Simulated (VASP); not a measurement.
# AlB2As3 (Cmmm) in VASP: notebook, part 3 of 3

VASP 6.6.1. Earlier steps stand in the parts before.

**5. Relaxation of cell and atoms, PBE**

This run uses another cell than the first one, of 18.10 Å³/atom, 1.127 times its volume.

INCAR

```
SYSTEM = AlB2As3
ALGO     = Normal         ! electronic algorithm
EDIFF    = 1E-7           ! SCF threshold, eV
EDIFFG   = -0.04          ! ionic threshold
ENCUT    = 600            ! plane-wave cutoff, eV
GGA      = PE             ! functional
IBRION   = 2              ! ionic algorithm
ISIF     = 3              ! what is computed and relaxed
ISMEAR   = 0              ! smearing method
LASPH    = .TRUE.         ! aspherical terms in the spheres
LCHARG   = .FALSE.        ! write CHGCAR
LREAL    = .FALSE.        ! projectors in reciprocal space
LWAVE    = .FALSE.        ! write WAVECAR
NELM     = 80             ! most SCF steps
NSW      = 90             ! ionic steps
PREC     = Accurate       ! precision mode
SIGMA    = 0.1            ! smearing width, eV
```

KPOINTS

```
k-points
0
G
  4 4 4
  0 0 0
```

POSCAR

```
AlB2As3
1.0
    2.6212435400     -4.7349060300      0.0000000000
    2.6212435400      4.7349060300      0.0000000000
    0.0000000000      0.0000000000      4.3749208600
Al B As
1 2 3
Direct
    0.0000000000      0.0000000000      0.0000000000
    0.5000000000      0.0000000000      0.5000000000
    0.0000000000      0.5000000000      0.5000000000
    0.5000000000      0.5000000000      0.5000000000
    0.6678789900      0.3321210100      0.0000000000
    0.3321210100      0.6678789900      0.0000000000
```

Potentials or basis: VASP PAW PBE potentials, release 64 (Al, B, As).

On the command line:

```bash
cat potpaw_PBE.64/Al/POTCAR potpaw_PBE.64/B/POTCAR potpaw_PBE.64/As/POTCAR > POTCAR
mpirun -np 1 vasp_std > vasp.out
```

OUTCAR:

```text
SYSTEM = AlB2As3
   EDIFF = 1E-7
   EDIFFG = -0.04
   ENCUT = 600
   GGA = PE
   IBRION = 2
   ISIF = 3
   ISMEAR = 0
   LASPH = .TRUE.
   LREAL = .FALSE.
   NELM = 80
   NSW = 90
   PREC = Accurate

 ion  position               nearest neighbor table
   1  0.000  0.000  0.000-   5 3.07   6 3.07   5 3.07   6 3.07
   2  0.500  0.000  0.500-
   3  0.000  0.500  0.500-
   4  0.500  0.500  0.500-   5 2.70   6 2.70   5 2.70   6 2.70
   5  0.668  0.332  0.000-   4 2.70   4 2.70   1 3.07   1 3.07
   6  0.332  0.668  0.000-   4 2.70   4 2.70   1 3.07   1 3.07

  LATTYP: Found a base centered orthorhombic cell.
 ALAT       =     5.2424870800
 B/A-ratio  =     1.8063586835
 C/A-ratio  =     0.8345124734

  Lattice vectors:

 A1 = (   2.6212435400,  -4.7349060300,   0.0000000000)
 A2 = (   2.6212435400,   4.7349060300,   0.0000000000)
 A3 = (   0.0000000000,   0.0000000000,   4.3749208600)

Analysis of symmetry for initial positions (statically):
=====================================================================
 Subroutine PRICEL returns:
 Original cell was already a primitive cell.

 Routine SETGRP: Setting up the symmetry group for a
 base centered orthorhombic supercell.

 Subroutine GETGRP returns: Found  8 space group operations
 (whereof  8 operations were pure point group operations)
 out of a pool of  8 trial point group operations.

The static configuration has the point symmetry D_2h.
[... 165 lines left out ...]
  free energy    TOTEN  =       -23.15714446 eV

  energy without entropy =      -23.13670088  energy(sigma->0) =      -23.14692267

 E-fermi :   4.9335     XC(G=0):  -9.9900

 val. band max:        4.9126679975   @ k =   0.5000  -0.0000   0.0000
 cond. band min:       4.9381134738   @ k =   0.5000   0.2500   0.0000
 fundamental gap:      0.0254454763
 Fermi energy:         4.9334646106

 k-point     1 :       0.0000    0.0000    0.0000
  band No.  band energies     occupation
      1      -9.2096      2.00000
      2      -5.2518      2.00000
      3      -4.2088      2.00000
      4      -0.8759      2.00000
      5      -0.7993      2.00000
      6      -0.6583      2.00000
[... 501 lines left out ...]
  FREE ENERGIE OF THE ION-ELECTRON SYSTEM (eV)
  ---------------------------------------------------
  free  energy   TOTEN  =       -22.5454673817 eV

  energy  without entropy=      -22.5325627138  energy(sigma->0) =      -22.53901505

[... ionic steps 4 to 29 ...]

--------------------------------------- Ionic step       30  -------------------------------------------

 number of electron      23.9999998 magnetization

------------------------ aborting loop because EDIFF is reached ----------------------------------------
[... 75 lines left out ...]
--------------------------------------- Ionic step       32  -------------------------------------------

 number of electron      23.9999997 magnetization

 Free energy of the ion-electron system (eV)
  ---------------------------------------------------
  ext. energy  EPLUGINS =         0.00000000
  ---------------------------------------------------
  free energy    TOTEN  =       -28.47819948 eV

  energy without entropy =      -28.47428365  energy(sigma->0) =      -28.47624157

 E-fermi :   5.7193     XC(G=0): -10.3022

 val. band max:        5.6167038379   @ k =   0.5000   0.5000   0.0000
 cond. band min:       5.7231655073   @ k =  -0.2500   0.2500   0.0000
 fundamental gap:      0.1064616694
 Fermi energy:         5.7192667184

 k-point     1 :       0.0000    0.0000    0.0000
  band No.  band energies     occupation
      1      -8.4338      2.00000
      2      -6.1441      2.00000
      3      -5.8616      2.00000
      4      -2.1676      2.00000
      5       0.2987      2.00000
      6       1.6030      2.00000
[... 421 lines left out ...]
  FREE ENERGIE OF THE ION-ELECTRON SYSTEM (eV)
  ---------------------------------------------------
  free  energy   TOTEN  =       -28.4781994817 eV

  energy  without entropy=      -28.4742836546  energy(sigma->0) =      -28.47624157

 reached required accuracy - stopping structural energy minimisation
```

OSZICAR:

```text
N       E                     dE             d eps       ncg     rms          rms(c)
DAV:   1     0.862760488567E+02    0.86276E+02   -0.10285E+04   672   0.137E+03
DAV:   2    -0.165282032294E+02   -0.10280E+03   -0.10121E+03   872   0.189E+02
DAV:   3    -0.233208601630E+02   -0.67927E+01   -0.67101E+01   976   0.477E+01
[... 339 lines left out ...]
DAV:   3    -0.284782375446E+02    0.26039E-03   -0.78468E-04   768   0.152E-01    0.464E-02
DAV:   4    -0.284782005377E+02    0.37007E-04   -0.11283E-04   864   0.633E-02    0.126E-02
DAV:   5    -0.284781992340E+02    0.13037E-05   -0.11185E-05   768   0.192E-02    0.444E-03
DAV:   6    -0.284781994332E+02   -0.19923E-06   -0.93961E-07   864   0.589E-03    0.143E-03
DAV:   7    -0.284781994817E+02   -0.48438E-07   -0.10583E-07   384   0.208E-03
  32 F= -.28478199E+02 E0= -.28476242E+02  d E =-.314490E-01
```

CONTCAR:

```text
AlB2As3
   1.00000000000000
     1.5911975392593380   -7.1963630364170390    0.0000000000000000
     1.5911975392593380    7.1963630364170390    0.0000000000000000
     0.0000000000000000    0.0000000000000000    4.2546870066622926
  Al              B               As
     1     2     3
Direct
     0.0000000000000000    0.0000000000000000    0.0000000000000000
     0.5000000000000000    0.0000000000000000    0.5000000000000000
     0.0000000000000000    0.5000000000000000    0.5000000000000000
     0.5000000000000000    0.5000000000000000    0.5000000000000000
     0.6510189214171197    0.3489810785828801    0.0000000000000000
     0.3489810785828801    0.6510189214171197    0.0000000000000000

  0.00000000E+00  0.00000000E+00  0.00000000E+00
  0.00000000E+00  0.00000000E+00  0.00000000E+00
  0.00000000E+00  0.00000000E+00  0.00000000E+00
  0.00000000E+00  0.00000000E+00  0.00000000E+00
  0.00000000E+00  0.00000000E+00  0.00000000E+00
  0.00000000E+00  0.00000000E+00  0.00000000E+00
```

It took 13 min on 1 thread of Intel Xeon 6975P-C (Granite Rapids), shared host; peak memory 0.32 GiB.

What came out:

```
Free energy                            : -28.4782 eV
Relaxed volume                         : 16.24 Å³/atom
Relaxed cell                           : a = 7.370 Å, b = 7.370 Å, c = 4.255 Å, α = 90.00°, β = 90.00°, γ = 155.06°
Space group after relaxing (to 0.05 Å) : Cmmm (No. 65)
Energy gained by relaxing              : 886.8 meV/atom
Ionic steps                            : 32
Pressure after relaxing                : -0.2 GPa
Largest force after relaxing           : 0.018 eV/Å
Band gap on the k mesh                 : zero (band 12 reaches 7.50 eV, above the bottom of band 13 at 4.56 eV)
```

Forces in eV/Å, atoms in the order of the input:
```
Al   0.000  0.000  0.000
B    0.000  0.000  0.000
B    0.000  0.000  0.000
As   0.000  0.000  0.000
As   0.000  0.018  0.000
As   0.000 -0.018  0.000
```

Step by step:
| step | energy change (eV) | largest force (eV/Å) | pressure (GPa) | volume (Å³) |
| --- | --- | --- | --- | --- |
| 1 | 0.0000 | 0.8737 | -5.87 | 108.60 |
| 2 | -0.5633 | 0.8340 | -1.78 | 98.44 |
| 3 | 0.6117 | 1.6427 | 42.21 | 71.05 |
| 4 | -0.8244 | 0.6991 | 2.14 | 92.48 |
| 5 | -0.8974 | 0.3424 | 13.31 | 82.74 |
| 6 | -0.9459 | 0.5275 | 7.16 | 87.36 |
| 7 | -1.1611 | 0.3330 | 8.75 | 85.66 |
| 8 | -1.2961 | 0.2316 | 11.83 | 83.43 |
| 9 | -1.5222 | 0.2931 | 8.09 | 85.89 |
| 10 | -1.8404 | 0.7295 | -0.01 | 92.94 |
| 11 | -1.8756 | 0.8657 | -2.67 | 95.97 |
| 12 | -1.9793 | 0.9066 | -2.65 | 95.80 |
| 13 | -2.3957 | 1.2449 | -2.30 | 95.08 |
| 14 | -3.8765 | 1.0817 | -2.34 | 92.72 |
| 15 | -4.0918 | 1.1299 | 21.76 | 84.34 |
| 16 | -4.6805 | 0.1530 | 5.54 | 89.11 |
| 17 | -4.6712 | 0.2836 | 7.61 | 88.39 |
| 18 | -4.7989 | 0.0360 | 6.94 | 89.50 |
| 19 | -5.1112 | 0.1895 | 5.75 | 92.19 |
| 20 | -4.6394 | 0.2529 | 7.63 | 96.78 |
| 21 | -5.1563 | 0.3491 | 5.67 | 93.67 |
| 22 | -5.1601 | 0.3402 | 5.66 | 93.48 |
| 23 | -5.2433 | 0.1949 | 2.91 | 95.27 |
| 24 | -5.2675 | 0.0634 | 0.29 | 97.21 |
| 25 | -5.2679 | 0.0758 | 0.55 | 97.00 |
| 26 | -5.2769 | 0.0473 | 0.33 | 97.32 |
| 27 | -5.2893 | 0.0135 | -0.25 | 98.26 |
| 28 | -5.2896 | 0.0188 | -0.33 | 98.40 |
| 29 | -5.2946 | 0.0146 | -0.33 | 98.30 |
| 30 | -5.3120 | 0.0789 | -0.33 | 97.99 |
| 31 | -5.3199 | 0.0465 | -0.18 | 97.29 |
| 32 | -5.3211 | 0.0180 | -0.22 | 97.44 |

Final structure:
```
Al B As
1.0
     1.59120   -7.19636    0.00000
     1.59120    7.19636    0.00000
     0.00000    0.00000    4.25469
Al B As
1 2 3
Direct
  0.00000 0.00000 0.00000
  0.50000 0.00000 0.50000
  0.00000 0.50000 0.50000
  0.50000 0.50000 0.50000
  0.65102 0.34898 0.00000
  0.34898 0.65102 0.00000
```

Levels at points of the mesh, in eV from the Fermi level:
```
           k point  band 9  band 10  band 11  band 12  band 13  band 14  band 15  band 16
(0.00, 0.00, 0.00)   -2.86    -1.98    -1.49     0.16     0.70     1.00     2.42     3.29
(0.50, 0.00, 0.00)   -2.80    -1.88    -1.86    -1.61    -0.89     0.77     1.35     1.50
(0.50, 0.50, 0.00)   -3.57    -0.48    -0.10     0.23     0.50     1.64     2.14     2.20
(0.00, 0.00, 0.50)   -1.43    -1.03     0.39     1.36     1.52     1.85     2.82     4.58
(0.50, 0.00, 0.50)   -4.10    -2.91    -2.89    -1.30     0.15     0.29     0.89     2.71
(0.50, 0.50, 0.50)   -3.57     1.03     1.52     1.78     2.05     2.50     2.95     3.19
```

**6. Overview**

| task | cell | k mesh | cutoff (eV) | gap on the mesh (eV) | pressure (GPa) | largest force (eV/Å) |
| --- | --- | --- | --- | --- | --- | --- |
| single point | a = 7.364, b = 7.364, c = 4.165 Å, angles 90.0, 90.0, 154.7°, 6 atoms | 4 × 4 × 4 | 520 | none | 0.2 | 0.01 |
| single point | a = 5.412, b = 5.412, c = 4.375 Å, angles 90.0, 90.0, 122.1°, 6 atoms | 4 × 4 × 4 | 520 | none | -5.9 | 0.87 |
| single point | a = 7.331, b = 7.331, c = 4.054 Å, angles 90.0, 90.0, 153.9°, 6 atoms | 6 × 6 × 4 | 520 | none | 0.0 | 0.01 |
| relaxation of cell and atoms | relaxed from a = 5.412, b = 5.412, c = 4.375 Å, angles 90.0, 90.0, 122.1°, 6 atoms | 4 × 4 × 4 | 600 | none | -0.2 | 0.02 |

Alike in all rows: level PBE; potentials or basis VASP PAW PBE potentials, release 64 (Al, B, As); no spin polarisation; smearing gaussian 0.1 eV.

Caveats: some runs use coarse meshes.

Total energies depend on the potentials used, so only differences within one code and one set of settings carry meaning.
